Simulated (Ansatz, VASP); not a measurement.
**GaIr2: VASP beside Ansatz**

The input INCAR:

```
SYSTEM = GaIr2
ALGO = Fast
EDIFF = 1E-6
EDIFFG = -0.01
ENCUT = 600
GGA = PE
IBRION = 2
ISIF = 3
ISMEAR = 0
LASPH = .True.
LCHARG = .False.
LREAL = .False.
LWAVE = .False.
NELM = 100
NSW = 100
PREC = Accurate
SIGMA = 0.1
```

File KPOINTS:

```
k-points
0
Gamma
  16 16 8
  0 0 0
```

POSCAR

```
GaIr2
1.0
    2.8577139729      0.0000000000      0.0000000000
    0.0000000000      2.8577139729      0.0000000000
    0.0000000000      0.0000000000      5.7582050964
Ga Ir
1 2
Direct
    0.0000000000      0.0000000000      0.0000000000
    0.5000000000      0.5000000000      0.2838253500
    0.5000000000      0.5000000000      0.7161746500
```

Input for Ansatz:

```yaml
crystal:
  lattice:
    - [2.8577139729, 0.0, 0.0]
    - [0.0, 2.8577139729, 0.0]
    - [0.0, 0.0, 5.7582050964]
  atoms:
    - { symbol: Ga, position: [0.0, 0.0, 0.0] }
    - { symbol: Ir, position: [0.5, 0.5, 0.28382535] }
    - { symbol: Ir, position: [0.5, 0.5, 0.71617465] }
basis:
  ecutwfc: 420
kpoints:
  mp_grid: { grid: [16, 16, 8] }
hamiltonian:
  xc: pbe
scf:
  occupations: { method: gaussian, width: 0.1 }
output:
  forces: true
  stress: true
  eigenvalues: true
  write_density: true
  write_potential: true
  elf: true
  volumetric_format: npy
relax:
  adjacent_minimum: "off"
  f_tol: 0.01
  max_steps: 80
  cell: { stress_tol: 0.05 }
```

Change from the starting cell: species swapped into the FeSi2 type (P4/mmm, No. 123).

Alike in both runs: task relaxation of cell and atoms; functional PBE; k mesh 16 × 16 × 8; occupations gaussian, width 0.1 eV; no spin polarisation.

|  | VASP | Ansatz |
| --- | --- | --- |
| version | VASP 6.6.1 | Ansatz 0.2.0 |
| potentials or method | VASP PAW PBE potentials, release 64 (Ga_d, Ir), cutoff 600 eV | scalar-relativistic, plane waves, PAW |
| valence electrons in the cell | 31 | 47 |

Ansatz gave:

```
gap on the k mesh at the Fermi level, each at its own relaxed structure (eV) : none
relaxed volume (Å³/atom)                                                     : 15.66
relaxed length of the cell vector where the two differ most in proportion (Å)              : 2.854
```

Estimate VASP's values.

gap on the k mesh at the Fermi level, each at its own relaxed structure (eV): none; relaxed volume (Å³/atom): 15.70; relaxed length of the cell vector where the two differ most in proportion (Å): 2.857.

A gap of «none» marks a metal or a gap that the smearing closes. VASP's potentials hold 31 valence electrons a cell and Ansatz's 47, so a difference there can come from the potentials and not from the codes.

Spin-orbit coupling is off throughout.
